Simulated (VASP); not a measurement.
The system is Mg.

```xyz
2
Lattice="3.1325 0.0000 0.0000 -1.5663 2.7128 0.0000 0.0000 0.0000 5.0849" Properties=species:S:1:pos:R:3 pbc="T T T"
Mg    0.0000    1.8086    1.2712
Mg    1.5663    0.9043    3.8137
```

Base run:

```yaml
Program: VASP 6.6.1
Functional: LDA
Potentials_or_basis: VASP PAW LDA potentials, release 64 (Mg)
Cutoff: 520 eV
k_mesh: 12 × 12 × 6
Occupations: fermi-dirac, width 0.6 eV
Spin: no spin polarisation
```

Its results: band gap on the k mesh zero (band 2 reaches 3.81 eV, above the bottom of band 3 at 1.52 eV); pressure 0.9 GPa.

Task: The run is repeated on the same cell with these changes: occupations from fermi-dirac, width 0.6 eV to gaussian, width 0.6 eV. What comes out?

Result: Band gap on the k mesh zero (band 2 reaches 3.81 eV, above the bottom of band 3 at 1.52 eV); pressure -0.1 GPa.
